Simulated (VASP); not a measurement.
# WCl2F2 (I4/mmm) in VASP: notebook, part 2 of 3

VASP 6.6.1. The steps go on from the part before.

## Step 3: Single point, PBE

This run uses another cell than the first one, of 17.37 Å³/atom.

INCAR

```
PREC     = Accurate       # precision mode
ENCUT    = 520            # plane-wave cutoff, eV
EDIFF    = 1E-7           # SCF threshold, eV
ISMEAR   = 0              # smearing method
SIGMA    = 0.1            # smearing width, eV
LREAL    = F              # projectors in reciprocal space
LASPH    = T              # aspherical terms in the spheres
NELM     = 80             # most SCF steps
ALGO     = Normal         # electronic algorithm
ISIF     = 2              # what is computed and relaxed
LWAVE    = F              # write WAVECAR
LCHARG   = F              # write CHGCAR
GGA      = PE             # functional
NBANDS   = 29             # bands
```

KPOINTS

```
Automatic mesh
0
Gamma
  6 6 6
```

POSCAR

```
WCl2F2
1.0
   -1.6677660639      1.6677660639      7.8064885817
    1.6677660639     -1.6677660639      7.8064885817
    1.6677660639      1.6677660639     -7.8064885817
W Cl F
1 2 2
Direct
    0.0000000000      0.0000000000      0.0000000000
    0.1459438526      0.1459438526      0.0000000000
    0.8540561474      0.8540561474      0.0000000000
    0.4325520635      0.4325520635      0.0000000000
    0.5674479365      0.5674479365      0.0000000000
```

Potentials or basis: VASP PAW PBE potentials, release 64 (W_sv, Cl, F).

Command:

```bash
$ cat potpaw_PBE.64/W_sv/POTCAR potpaw_PBE.64/Cl/POTCAR potpaw_PBE.64/F/POTCAR > POTCAR
$ mpirun -np 1 vasp_std > vasp.out
```

Wall time 4.3 min (1 thread of Intel Xeon Platinum 8488C (Sapphire Rapids), shared host); peak memory 0.58 GiB.

Results (log left out):

```yaml
Free_energy: -22.4783 eV
Pressure: 0.0 GPa
Largest_force: 0.014 eV/Å
Band_gap_on_the_k_mesh: zero (bands 21 and 22 overlap by 1.31 eV)
```

Forces on the atoms (eV/Å):
```
W    0.000  0.000  0.000
Cl   0.000  0.000 -0.009
Cl   0.000  0.000  0.009
F    0.000  0.000 -0.014
F    0.000  0.000  0.014
```

Stress tensor (GPa, compression positive):
```
-0.07  0.00  0.00
 0.00 -0.07  0.00
 0.00  0.00  0.12
```

Levels at points of the mesh, in eV from the Fermi level:
```tsv
k point	band 17	band 18	band 19	band 20	band 21	band 22	band 23	band 24	band 25	band 26
(0.00, 0.00, 0.00)	-2.72	-1.65	-1.65	-1.44	-1.44	-0.95	0.25	0.97	0.97	4.31
(0.50, 0.00, 0.00)	-2.71	-2.68	-2.65	-1.71	-0.60	0.02	0.87	1.11	2.50	5.16
(0.50, 0.50, 0.00)	-2.69	-2.48	-2.34	-2.15	0.15	0.52	0.59	1.22	2.47	6.94
(0.50, 0.50, 0.50)	-2.75	-1.58	-1.58	-1.54	-1.54	-0.95	0.25	1.03	1.03	5.75
```

Caveat: spin-orbit coupling is left out, which moves the levels of the heavy elements.

## Step 4: Relaxation of cell and atoms, PBE

INCAR

```
PREC = Accurate
ENCUT = 600
EDIFF = 1E-7
ISMEAR = 0
SIGMA = 0.1
LREAL = F
LASPH = T
NELM = 60
ALGO = Normal
ISIF = 3
LWAVE = F
LCHARG = F
GGA = PE
IBRION = 2
NSW = 90
EDIFFG = -0.04
```

KPOINTS

```
regular mesh
0
Gamma
  6 6 6
```

POSCAR

```
WCl2F2
1.0
   -1.8577707900      1.8577707900      5.9623051000
    1.8577707900     -1.8577707900      5.9623051000
    1.8577707900      1.8577707900     -5.9623051000
W Cl F
1 2 2
Direct
    0.0000000000      0.0000000000      0.0000000000
    0.1381600100      0.1381600100      0.0000000000
    0.8618399900      0.8618399900      0.0000000000
    0.3475900000      0.3475900000      0.0000000000
    0.6524100000      0.6524100000      0.0000000000
```

Potentials or basis: VASP PAW PBE potentials, release 64 (W_sv, Cl, F).

Command:

```bash
$ cat potpaw_PBE.64/W_sv/POTCAR potpaw_PBE.64/Cl/POTCAR potpaw_PBE.64/F/POTCAR > POTCAR
$ mpirun -np 1 vasp_std > vasp.out
```

OUTCAR:

```text
PREC = Accurate
   ENCUT = 600
   EDIFF = 1E-7
   ISMEAR = 0
   LREAL = F
   LASPH = T
   NELM = 60
   ISIF = 3
   GGA = PE
   IBRION = 2
   NSW = 90
   EDIFFG = -0.04

 ion  position               nearest neighbor table
   1  0.000  0.000  0.000-   2 1.65   3 1.65
   2  0.138  0.138  0.000-   1 1.65
   3  0.862  0.862  0.000-   1 1.65
   4  0.348  0.348  0.000-
   5  0.652  0.652  0.000-

  LATTYP: Found a body centered tetragonal cell.
 ALAT       =     3.7155415800
 C/A-ratio  =     3.2093868265

  Lattice vectors:

 A1 = (  -1.8577707900,   1.8577707900,   5.9623051000)
 A2 = (   1.8577707900,  -1.8577707900,   5.9623051000)
 A3 = (   1.8577707900,   1.8577707900,  -5.9623051000)

Analysis of symmetry for initial positions (statically):
=====================================================================
 Subroutine PRICEL returns:
 Original cell was already a primitive cell.

 Routine SETGRP: Setting up the symmetry group for a
 body centered tetragonal supercell.

 Subroutine GETGRP returns: Found 16 space group operations
 (whereof 16 operations were pure point group operations)
 out of a pool of 16 trial point group operations.

The static configuration has the point symmetry D_4h.

Analysis of symmetry for dynamics (positions and initial velocities):
=====================================================================
 Subroutine PRICEL returns:
 Original cell was already a primitive cell.

 Routine SETGRP: Setting up the symmetry group for a
 body centered tetragonal supercell.

 Subroutine GETGRP returns: Found 16 space group operations
 (whereof 16 operations were pure point group operations)
 out of a pool of 16 trial point group operations.

The dynamic configuration has the point symmetry D_4h.

 Subroutine INISYM returns: Found 16 space group operations
 (whereof 16 operations are pure point group operations),
 and found     1 'primitive' translations

----------------------------------------------------------------------------------------

                                     Primitive cell

  volume of cell :      82.3111

  direct lattice vectors                    reciprocal lattice vectors
    -1.857770790  1.857770790  5.962305100     0.000000000  0.269139768  0.083860184
     1.857770790 -1.857770790  5.962305100     0.269139768  0.000000000  0.083860184
     1.857770790  1.857770790 -5.962305100     0.269139768  0.269139768  0.000000000

  length of vectors
     6.515497427  6.515497427  6.515497427     0.281902014  0.281902014  0.380621111

  position of ions in fractional coordinates (direct lattice)
     0.000000000  0.000000000  0.000000000
     0.138160010  0.138160010  0.000000000
[... 96 lines left out ...]
   EMIN   =  10.00;   EMAX   =-10.00  energy-range for DOS
   EFERMI =   0.00;   METHOD = LEGACY
   ISMEAR =     0;   SIGMA  =   0.10  broadening in eV -4-tet -1-fermi 0-gaus
   EFERMI_NEDOS =   21; number of points for ismear=-14 and -15
   IALGO  =     38    algorithm
   IMIX   =      4    mixing-type and parameters
     AMIX     =   0.40;   BMIX     =  1.00
     AMIX_MAG =   1.60;   BMIX_MAG =  1.00
  volume/ion in A,a.u.               =      16.46       111.09
  Fermi-wavevector in a.u.,A,eV,Ry     =   1.308193  2.472126 23.284583  1.711369
  Thomas-Fermi vector in A             =   2.438876
   LORBIT       =      0    0 simple, 1 ext, 2 COOP (PROOUT), +10 PAW based schemes
   GGA     = PE    functional components
   LHFCALC =     F    Hartree Fock is set to
   AEXX    =    0.0000 exact exchange contribution
   IVDW    =     0    specifies the selected vdW correction
   LEPSILON=     F    determine dielectric tensor
   LRPA    =     F    only Hartree local field effects (RPA)
 conjugate gradient relaxation of ions
 non-spin polarized calculation
 Gauss-broadening in eV      SIGMA  =   0.10
  energy-cutoff  :      600.00
  volume of cell :       82.31
 maximum number of plane-waves:      2792
 NGX is ok and might be reduce to    54
   NGX = 27   NGY = 27   NGZ = 27

--------------------------------------- Ionic step        1  -------------------------------------------

 number of electron      42.0000002 magnetization

 Free energy of the ion-electron system (eV)
  ---------------------------------------------------
  ext. energy  EPLUGINS =         0.00000000
  ---------------------------------------------------
  free energy    TOTEN  =        -3.66057562 eV

  energy without entropy =       -3.63665371  energy(sigma->0) =       -3.64861466

------------------------ aborting loop because EDIFF is reached ----------------------------------------

  FORCE on cell =-STRESS in cart. coord.  units (eV):
  Direction    XX          YY          ZZ          XY          YZ          ZX
  --------------------------------------------------------------------------------------
  -------------------------------------------------------------------------------------
  Total       -0.4479536     -0.4479536    139.0376210      0.0000000     -0.0000000      0.0000000
  in kB       -8.7193715     -8.7193715   2706.3531284      0.0000000     -0.0000000      0.0000000
  external PRESSURE =     896.3047951 kB  Pullay stress =       0.0000000 kB
[... 721 lines left out ...]
 VOLUME and BASIS-vectors are now :
 -----------------------------------------------------------------------------
  energy-cutoff  :      600.00
  volume of cell :      191.07
      direct lattice vectors                 reciprocal lattice vectors
    -1.849741330  1.849741330 13.960789690     0.000000000  0.270308065  0.035814593
     1.849741330 -1.849741330 13.960789690     0.270308065  0.000000000  0.035814593
     1.849741330  1.849741330-13.960789690     0.270308065  0.270308065  0.000000000

 POSITION                                       TOTAL-FORCE (eV/Angst)
 -----------------------------------------------------------------------------------
      1.84974      1.84974    -13.96079        -0.000000     -0.000000     -0.000000
      1.84974      1.84974     -5.40104        -0.000000     -0.000000    -31.942641
      0.00000      0.00000     19.36183         0.000000      0.000000     31.942641
      1.84974      1.84974     -4.19893         0.000000      0.000000     31.883561
      1.84974      1.84974      4.19893        -0.000000     -0.000000    -31.883561
 -----------------------------------------------------------------------------------
    total drift:                                0.000000     -0.000000     -0.000000
[... 21 lines left out ...]
 VOLUME and BASIS-vectors are now :
 -----------------------------------------------------------------------------
  energy-cutoff  :      600.00
  volume of cell :      161.54
      direct lattice vectors                 reciprocal lattice vectors
    -1.851935299  1.851935299 11.775284334     0.000000000  0.269987834  0.042461820
     1.851935299 -1.851935299 11.775284334     0.269987834  0.000000000  0.042461820
     1.851935299  1.851935299-11.775284334     0.269987834  0.269987834  0.000000000

 POSITION                                       TOTAL-FORCE (eV/Angst)
 -----------------------------------------------------------------------------------
      0.00000     -0.00000      0.00000        -0.000000     -0.000000     -0.000000
      0.00000      0.00000      6.75695         0.000000      0.000000     -8.380558
      0.00000      0.00000     16.79362        -0.000000     -0.000000      8.380558
      0.00000      0.00000      8.22811         0.000000      0.000000      9.526826
      0.00000      0.00000     15.32246        -0.000000     -0.000000     -9.526826
 -----------------------------------------------------------------------------------
    total drift:                                0.000000      0.000000     -0.000000
[... 1364 lines left out ...]
     24       4.9769      0.00000
     25       5.1826      0.00000

 [... further k-points ...]

[... ionic steps 4 to 43 ...]

--------------------------------------- Ionic step       44  -------------------------------------------

 number of electron      42.0000005 magnetization

------------------------ aborting loop because EDIFF is reached ----------------------------------------
[... 73 lines left out ...]
--------------------------------------- Ionic step       46  -------------------------------------------

 number of electron      42.0000005 magnetization

 Free energy of the ion-electron system (eV)
  ---------------------------------------------------
  ext. energy  EPLUGINS =         0.00000000
  ---------------------------------------------------
  free energy    TOTEN  =       -22.42986875 eV

  energy without entropy =      -22.41540288  energy(sigma->0) =      -22.42263582

 E-fermi :   3.9116     XC(G=0): -10.1049

 val. band max:        3.8832907872   @ k =   0.5000   0.5000   0.3333
 cond. band min:       3.9397017651   @ k =   0.5000  -0.0000   0.0000
 fundamental gap:      0.0564109780
 Fermi energy:         3.9116345741
[... 704 lines left out ...]
  FREE ENERGIE OF THE ION-ELECTRON SYSTEM (eV)
  ---------------------------------------------------
  free  energy   TOTEN  =       -22.4298687502 eV

  energy  without entropy=      -22.4154028847  energy(sigma->0) =      -22.42263582

 reached required accuracy - stopping structural energy minimisation
```

OSZICAR:

```text
N       E                     dE             d eps       ncg     rms          rms(c)
[... 612 lines left out ...]
DAV:   2    -0.224313072255E+02    0.76896E-03   -0.34836E-02  1500   0.135E+00    0.252E-01
DAV:   3    -0.224304994438E+02    0.80778E-03   -0.62726E-03  1592   0.489E-01    0.170E-01
DAV:   4    -0.224299037699E+02    0.59567E-03   -0.16877E-03  1548   0.251E-01    0.514E-02
DAV:   5    -0.224298703044E+02    0.33466E-04   -0.16688E-04  1653   0.867E-02    0.200E-02
DAV:   6    -0.224298690087E+02    0.12956E-05   -0.21409E-05  1712   0.348E-02    0.126E-02
DAV:   7    -0.224298686754E+02    0.33332E-06   -0.34144E-06  1560   0.149E-02    0.411E-03
DAV:   8    -0.224298687777E+02   -0.10234E-06   -0.87368E-07  1500   0.637E-03    0.143E-03
DAV:   9    -0.224298687502E+02    0.27576E-07   -0.69108E-08   750   0.194E-03
  46 F= -.22429869E+02 E0= -.22422636E+02  d E =-.124210E-02
```

CONTCAR:

```text
WCl2F2
   1.00000000000000
    -1.6715382106524737    1.6715382106524737    7.3362499304130129
     1.6715382106524737   -1.6715382106524737    7.3362499304130129
     1.6715382106524737    1.6715382106524737   -7.3362499304130129
  W               Cl              F
     1     2     2
Direct
     0.0000000000000000    0.0000000000000000    0.0000000000000000
     0.1547105337744819    0.1547105337744819    0.0000000000000000
     0.8452894662255178    0.8452894662255178    0.0000000000000000
     0.4281139425030343    0.4281139425030343    0.0000000000000000
     0.5718860574969659    0.5718860574969659    0.0000000000000000

  0.00000000E+00  0.00000000E+00  0.00000000E+00
  0.00000000E+00  0.00000000E+00  0.00000000E+00
  0.00000000E+00  0.00000000E+00  0.00000000E+00
  0.00000000E+00  0.00000000E+00  0.00000000E+00
  0.00000000E+00  0.00000000E+00  0.00000000E+00
```

It took 88 min on 1 thread of Intel Xeon Platinum 8488C (Sapphire Rapids), shared host; peak memory 0.51 GiB.

Results:

```yaml
Free_energy: -22.4299 eV
Relaxed_volume: 16.40 Å³/atom
Relaxed_cell: a = 7.708 Å, b = 7.708 Å, c = 7.708 Å, α = 154.95°, β = 154.95°, γ = 35.72°
Space_group_after_relaxing_to_0.1_Å: I4/mmm (No. 139)
Pressure_after_relaxing: 0.1 GPa
Largest_force_after_relaxing: 0.018 eV/Å
Band_gap_on_the_k_mesh: zero (bands 21 and 22 overlap by 1.32 eV)
```

Forces on the atoms (eV/Å):
```
W    0.000  0.000  0.000
Cl   0.000  0.000  0.018
Cl   0.000  0.000 -0.018
F    0.000  0.000  0.009
F    0.000  0.000 -0.009
```

Stress tensor (GPa, compression positive):
```
0.02 0.00 0.00
0.00 0.02 0.00
0.00 0.00 0.22
```

Final structure:
```
W Cl F
1.0
    -1.67154    1.67154    7.33625
     1.67154   -1.67154    7.33625
     1.67154    1.67154   -7.33625
W Cl F
1 2 2
Cartesian
  0.0000 0.0000 0.0000
  0.0000 0.0000 2.2700
  0.0000 0.0000 12.4025
  0.0000 0.0000 6.2815
  0.0000 0.0000 8.3910
```

Caveat: a cell axis changed by over 15 % at a fixed basis, so the end point is rough; spin-orbit coupling is left out, which moves the levels of the heavy elements.

[end of part 2 of 3]

The gap in the log of VASP goes by the Fermi energy; the results here count the filled bands.